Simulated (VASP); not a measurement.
# Os (I4/mmm) in VASP: a series of runs

The runs below take Os through electric field gradients, with PBEsol.

Everything below comes from runs of VASP 6.6.1. Logs are shortened: lines on timing, memory, paths and dates and some standing lists are left out, and cuts for length are marked.

## 1. The cell of the first run

Symmetry: I4/mmm, No. 139, tetragonal system. The conventional cell has a = 2.751 Å, b = 2.751 Å, c = 3.929 Å, α = 90.00°, β = 90.00°, γ = 90.00°. Within 3.6 Å of Os (site symmetry 4/mmm) lie 12 Os at 2.75 to 2.76 Å.

This isn't the form of Os at room conditions, which is hcp.

## 2. Electric field gradients, PBEsol (zz strain of +1 %)

INCAR reads:

```
SYSTEM = Os
ALGO     = Normal         ! electronic algorithm
EDIFF    = 1E-8           ! SCF threshold, eV
ENCUT    = 520            ! plane-wave cutoff, eV
GGA      = PS             ! functional
ISIF     = 2              ! what is computed and relaxed
ISMEAR   = -1             ! smearing method
LASPH    = .True.         ! aspherical terms in the spheres
LCHARG   = .False.        ! write CHGCAR
LEFG     = .True.       
LREAL    = .False.        ! projectors in reciprocal space
LWAVE    = .False.        ! write WAVECAR
NBANDS   = 10             ! bands
NELM     = 60             ! most SCF steps
PREC     = Accurate       ! precision mode
SIGMA    = 0.03           ! smearing width, eV
```

KPOINTS reads:

```
k-points
0
Gamma
  14 14 14
  0 0 0
```

POSCAR reads:

```
Os
1.0
    0.0000000000      1.9450000000      1.9644500000
    1.9450000000      0.0000000000      1.9644500000
    1.9450000000      1.9450000000      0.0000000000
Os
1
Direct
    0.0000000000      0.0000000000      0.0000000000
```

Potentials or basis: VASP PAW PBE potentials, release 64 (Os).

Run with:

```bash
$ cat potpaw_PBE.64/Os/POTCAR > POTCAR
$ mpirun -np 1 vasp_std > vasp.out
```

OUTCAR:

```text
SYSTEM = Os
   EDIFF = 1E-8
   ENCUT = 520
   GGA = PS
   ISIF = 2
   ISMEAR = -1
   LASPH = .True.
   LREAL = .False.
   NELM = 60
   PREC = Accurate

 ion  position               nearest neighbor table
   1  0.000  0.000  0.000-

  LATTYP: Found a body centered tetragonal cell.
 ALAT       =     2.7506453788
 C/A-ratio  =     1.4283556980

  Lattice vectors:

 A1 = (  -1.9450000000,   0.0000000000,   1.9644500000)
 A2 = (   1.9450000000,   0.0000000000,   1.9644500000)
 A3 = (   0.0000000000,   1.9450000000,  -1.9644500000)

Analysis of symmetry for initial positions (statically):
=====================================================================
 Subroutine PRICEL returns:
 Original cell was already a primitive cell.

 Routine SETGRP: Setting up the symmetry group for a
 body centered tetragonal supercell.

 Subroutine GETGRP returns: Found 16 space group operations
 (whereof 16 operations were pure point group operations)
 out of a pool of 16 trial point group operations.

The static configuration has the point symmetry D_4h.

Analysis of symmetry for dynamics (positions and initial velocities):
=====================================================================
 Subroutine PRICEL returns:
 Original cell was already a primitive cell.

 Routine SETGRP: Setting up the symmetry group for a
 body centered tetragonal supercell.

 Subroutine GETGRP returns: Found 16 space group operations
 (whereof 16 operations were pure point group operations)
 out of a pool of 16 trial point group operations.

The dynamic configuration has the point symmetry D_4h.

 Subroutine INISYM returns: Found 16 space group operations
 (whereof 16 operations are pure point group operations),
 and found     1 'primitive' translations

----------------------------------------------------------------------------------------

                                     Primitive cell

  volume of cell :      14.8631

  direct lattice vectors                    reciprocal lattice vectors
     0.000000000  1.945000000  1.964450000    -0.257069409  0.257069409  0.254524167
     1.945000000  0.000000000  1.964450000     0.257069409 -0.257069409  0.254524167
     1.945000000  1.945000000  0.000000000     0.257069409  0.257069409 -0.254524167

[... 123 lines left out ...]
  ext. energy  EPLUGINS =         0.00000000
  ---------------------------------------------------
  free energy    TOTEN  =       -12.02357705 eV

  energy without entropy =      -12.01910451  energy(sigma->0) =      -12.02134078

 E-fermi :   8.2513     XC(G=0): -13.8091

 val. band max:        8.2494957017   @ k =  -0.4286   0.3571   0.1429
 cond. band min:       8.2517512093   @ k =  -0.4286   0.1429   0.3571
 fundamental gap:      0.0022555076
 Fermi energy:         8.2513209662

 k-point     1 :       0.0000    0.0000    0.0000
  band No.  band energies     occupation
      1      -2.0369      2.00000
      2       5.4475      2.00000
      3       5.5827      2.00000
      4       5.5827      2.00000
      5       8.2394      1.19567
      6       8.4099      0.01007
      7      22.6000      0.00000
      8      27.8297      0.00000
      9      28.1407      0.00000
     10      28.1407      0.00000
[... 287 lines left out ...]
 k-point    24 :       0.2857    0.1429    0.0000
  band No.  band energies     occupation
      1       0.6708      2.00000
      2       4.0736      2.00000
      3       5.8136      2.00000
      4       6.7284      2.00000
      5       8.0199      1.99911
      6       9.3360      0.00000
      7      23.4636      0.00000
      8      26.3794      0.00000
      9      28.5195      0.00000
     10      29.2825      0.00000

 [... further k-points ...]

------------------------ aborting loop because EDIFF is reached ----------------------------------------

  FORCE on cell =-STRESS in cart. coord.  units (eV):
  Direction    XX          YY          ZZ          XY          YZ          ZX
  --------------------------------------------------------------------------------------
  -------------------------------------------------------------------------------------
  Total       -2.0806818     -2.0806818     -2.2981061      0.0000000      0.0000000     -0.0000000
  in kB     -224.2880101   -224.2880101   -247.7253661      0.0000000      0.0000000     -0.0000000
  external PRESSURE =    -232.1004621 kB  Pullay stress =       0.0000000 kB

 VOLUME and BASIS-vectors are now :
 -----------------------------------------------------------------------------
  energy-cutoff  :      520.00
  volume of cell :       14.86
      direct lattice vectors                 reciprocal lattice vectors
     0.000000000  1.945000000  1.964450000    -0.257069409  0.257069409  0.254524167
     1.945000000  0.000000000  1.964450000     0.257069409 -0.257069409  0.254524167
     1.945000000  1.945000000  0.000000000     0.257069409  0.257069409 -0.254524167

 POSITION                                       TOTAL-FORCE (eV/Angst)
 -----------------------------------------------------------------------------------
      0.00000      0.00000      0.00000         0.000000     -0.000000      0.000000
 -----------------------------------------------------------------------------------
    total drift:                                0.000000      0.000000     -0.000000

  FREE ENERGIE OF THE ION-ELECTRON SYSTEM (eV)
  ---------------------------------------------------
  free  energy   TOTEN  =       -12.0235770533 eV

  energy  without entropy=      -12.0191045081  energy(sigma->0) =      -12.02134078

 Electric field gradients (V/A^2)
---------------------------------------------------------------------
 ion       V_xx      V_yy      V_zz      V_xy      V_xz      V_yz
---------------------------------------------------------------------
   1      -0.485    -0.485     0.970     0.000    -0.000    -0.000
---------------------------------------------------------------------

 Electric field gradients after diagonalization (V/A^2)
 (convention: |V_zz| > |V_xx| > |V_yy|)
----------------------------------------------------------------------
 ion       V_xx      V_yy      V_zz     asymmetry (V_yy - V_xx)/ V_zz
----------------------------------------------------------------------
   1      -0.485    -0.485     0.970       0.000
----------------------------------------------------------------------

           NMR quadrupolar parameters

 Cq : quadrupolar parameter    Cq=e*Q*V_zz/h
 eta: asymmetry parameters     (V_yy - V_xx)/ V_zz
 Q  : nuclear electric quadrupole moment in mb (millibarn)
----------------------------------------------------------------------
 ion       Cq(MHz)       eta       Q (mb)
----------------------------------------------------------------------
   1       0.002       0.000       1.000
----------------------------------------------------------------------
```

Wall time 50 s (1 thread of Intel Xeon 8259CL, shared host); peak memory 0.17 GiB.

Results:

- Free energy: -12.0236 eV
- Pressure: -23.2 GPa
- Band gap on the k mesh: zero (bands 4 and 5 overlap by 3.50 eV)
- Largest electric field gradient by atom: Os +1.0 V/Å²

Stress tensor (GPa, compression positive):
```
-22.43   0.00   0.00
  0.00 -22.43   0.00
  0.00   0.00 -24.77
```

Levels at points of the mesh, in eV from the Fermi level:
```tsv
k point	band 2	band 3	band 4	band 5	band 6	band 7
(0.00, 0.00, 0.00)	-2.80	-2.67	-2.67	-0.01	0.16	14.35
(0.50, 0.00, 0.00)	-2.92	-2.78	-0.18	2.23	2.31	8.27
(0.50, 0.50, 0.00)	-6.28	2.12	2.24	2.89	2.89	11.16
(0.50, 0.00, 0.50)	-6.29	2.23	2.32	2.83	2.97	11.41
```

Electric field gradients, principal values (V/Å²):
```csv
atom,least,middle,greatest (by size)
1 Os,-0.485,-0.485,0.970
```

Caveat: the cell differs from its parent crystal (zz strain of +1 %); the cell stands under tension; without QUAD_EFG the Cq values of the log hold for a quadrupole moment of 1 mb, not for the nuclei; the PAW data sets were made with another functional, which shifts forces and pressure a little; spin-orbit coupling is left out, which moves the levels of the heavy elements.

## 3. Electric field gradients, PBEsol (zz strain of +1 %)

INCAR reads:

```
PREC     = Accurate       # precision mode
ENCUT    = 520            # plane-wave cutoff, eV
EDIFF    = 1E-8           # SCF threshold, eV
ISMEAR   = -1             # smearing method
SIGMA    = 0.03           # smearing width, eV
LREAL    = F              # projectors in reciprocal space
LASPH    = T              # aspherical terms in the spheres
NELM     = 80             # most SCF steps
ALGO     = Normal         # electronic algorithm
ISIF     = 2              # what is computed and relaxed
LWAVE    = F              # write WAVECAR
LCHARG   = F              # write CHGCAR
GGA      = PS             # functional
LEFG     = T            
NBANDS   = 10             # bands
```

KPOINTS reads:

```
Automatic mesh
0
Gamma
  14 14 14
```

POSCAR is that of step 2.

Potentials or basis: VASP PAW PBE potentials, release 64 (Os).

Run with:

```bash
$ cat potpaw_PBE.64/Os/POTCAR > POTCAR
$ mpirun -np 1 vasp_std > vasp.out
```

OUTCAR:

```text
PREC = Accurate
   ENCUT = 520
   EDIFF = 1E-8
   ISMEAR = -1
   LREAL = F
   LASPH = T
   NELM = 80
   ISIF = 2
   GGA = PS

 ion  position               nearest neighbor table
   1  0.000  0.000  0.000-

  LATTYP: Found a body centered tetragonal cell.
 ALAT       =     2.7506453788
 C/A-ratio  =     1.4283556980

  Lattice vectors:

 A1 = (  -1.9450000000,   0.0000000000,   1.9644500000)
 A2 = (   1.9450000000,   0.0000000000,   1.9644500000)
 A3 = (   0.0000000000,   1.9450000000,  -1.9644500000)

Analysis of symmetry for initial positions (statically):
=====================================================================
 Subroutine PRICEL returns:
 Original cell was already a primitive cell.

 Routine SETGRP: Setting up the symmetry group for a
 body centered tetragonal supercell.

 Subroutine GETGRP returns: Found 16 space group operations
 (whereof 16 operations were pure point group operations)
 out of a pool of 16 trial point group operations.

The static configuration has the point symmetry D_4h.

Analysis of symmetry for dynamics (positions and initial velocities):
=====================================================================
 Subroutine PRICEL returns:
 Original cell was already a primitive cell.

 Routine SETGRP: Setting up the symmetry group for a
 body centered tetragonal supercell.

 Subroutine GETGRP returns: Found 16 space group operations
 (whereof 16 operations were pure point group operations)
 out of a pool of 16 trial point group operations.

The dynamic configuration has the point symmetry D_4h.

 Subroutine INISYM returns: Found 16 space group operations
[... 158 lines left out ...]
      7      22.6000      0.00000
      8      27.8297      0.00000
      9      28.1407      0.00000
     10      28.1407      0.00000
[... 287 lines left out ...]
 k-point    24 :       0.2857    0.1429    0.0000
  band No.  band energies     occupation
      1       0.6708      2.00000
      2       4.0736      2.00000
      3       5.8136      2.00000
      4       6.7284      2.00000
      5       8.0199      1.99911
      6       9.3360      0.00000
      7      23.4636      0.00000
      8      26.3794      0.00000
      9      28.5195      0.00000
     10      29.2825      0.00000

 [... further k-points ...]

------------------------ aborting loop because EDIFF is reached ----------------------------------------

  FORCE on cell =-STRESS in cart. coord.  units (eV):
  Direction    XX          YY          ZZ          XY          YZ          ZX
  --------------------------------------------------------------------------------------
  -------------------------------------------------------------------------------------
  Total       -2.0806818     -2.0806818     -2.2981061      0.0000000      0.0000000     -0.0000000
  in kB     -224.2880101   -224.2880101   -247.7253661      0.0000000      0.0000000     -0.0000000
  external PRESSURE =    -232.1004621 kB  Pullay stress =       0.0000000 kB

 VOLUME and BASIS-vectors are now :
 -----------------------------------------------------------------------------
  energy-cutoff  :      520.00
  volume of cell :       14.86
      direct lattice vectors                 reciprocal lattice vectors
     0.000000000  1.945000000  1.964450000    -0.257069409  0.257069409  0.254524167
     1.945000000  0.000000000  1.964450000     0.257069409 -0.257069409  0.254524167
     1.945000000  1.945000000  0.000000000     0.257069409  0.257069409 -0.254524167

 POSITION                                       TOTAL-FORCE (eV/Angst)
 -----------------------------------------------------------------------------------
      0.00000      0.00000      0.00000         0.000000     -0.000000      0.000000
 -----------------------------------------------------------------------------------
    total drift:                                0.000000      0.000000     -0.000000

  FREE ENERGIE OF THE ION-ELECTRON SYSTEM (eV)
  ---------------------------------------------------
  free  energy   TOTEN  =       -12.0235770533 eV

  energy  without entropy=      -12.0191045081  energy(sigma->0) =      -12.02134078

 Electric field gradients (V/A^2)
---------------------------------------------------------------------
 ion       V_xx      V_yy      V_zz      V_xy      V_xz      V_yz
---------------------------------------------------------------------
   1      -0.485    -0.485     0.970     0.000    -0.000    -0.000
---------------------------------------------------------------------

 Electric field gradients after diagonalization (V/A^2)
 (convention: |V_zz| > |V_xx| > |V_yy|)
----------------------------------------------------------------------
 ion       V_xx      V_yy      V_zz     asymmetry (V_yy - V_xx)/ V_zz
----------------------------------------------------------------------
   1      -0.485    -0.485     0.970       0.000
----------------------------------------------------------------------

           NMR quadrupolar parameters

 Cq : quadrupolar parameter    Cq=e*Q*V_zz/h
 eta: asymmetry parameters     (V_yy - V_xx)/ V_zz
 Q  : nuclear electric quadrupole moment in mb (millibarn)
----------------------------------------------------------------------
 ion       Cq(MHz)       eta       Q (mb)
----------------------------------------------------------------------
   1       0.002       0.000       1.000
----------------------------------------------------------------------
```

Run time: 52 s. Hardware: 1 thread of Intel Xeon 8259CL, shared host; peak memory 0.16 GiB.

Results:

- Free energy: -12.0236 eV
- Pressure: -23.2 GPa
- Band gap on the k mesh: zero (bands 4 and 5 overlap by 3.50 eV)
- Largest electric field gradient by atom: Os +1.0 V/Å²

Stress tensor (GPa, compression positive):
```
-22.43   0.00   0.00
  0.00 -22.43   0.00
  0.00   0.00 -24.77
```

Levels at points of the mesh, in eV from the Fermi level:
| k point | band 2 | band 3 | band 4 | band 5 | band 6 | band 7 |
| --- | --- | --- | --- | --- | --- | --- |
| (0.00, 0.00, 0.00) | -2.80 | -2.67 | -2.67 | -0.01 | 0.16 | 14.35 |
| (0.50, 0.00, 0.00) | -2.92 | -2.78 | -0.18 | 2.23 | 2.31 | 8.27 |
| (0.50, 0.50, 0.00) | -6.28 | 2.12 | 2.24 | 2.89 | 2.89 | 11.16 |
| (0.50, 0.00, 0.50) | -6.29 | 2.23 | 2.32 | 2.83 | 2.97 | 11.41 |

Electric field gradients, principal values (V/Å²):
```
atom   least  middle  greatest (by size)
1 Os  -0.485  -0.485               0.970
```

Caveat: the cell differs from its parent crystal (zz strain of +1 %); the cell stands under tension; without QUAD_EFG the Cq values of the log hold for a quadrupole moment of 1 mb, not for the nuclei; the PAW data sets were made with another functional, which shifts forces and pressure a little; spin-orbit coupling is left out, which moves the levels of the heavy elements.
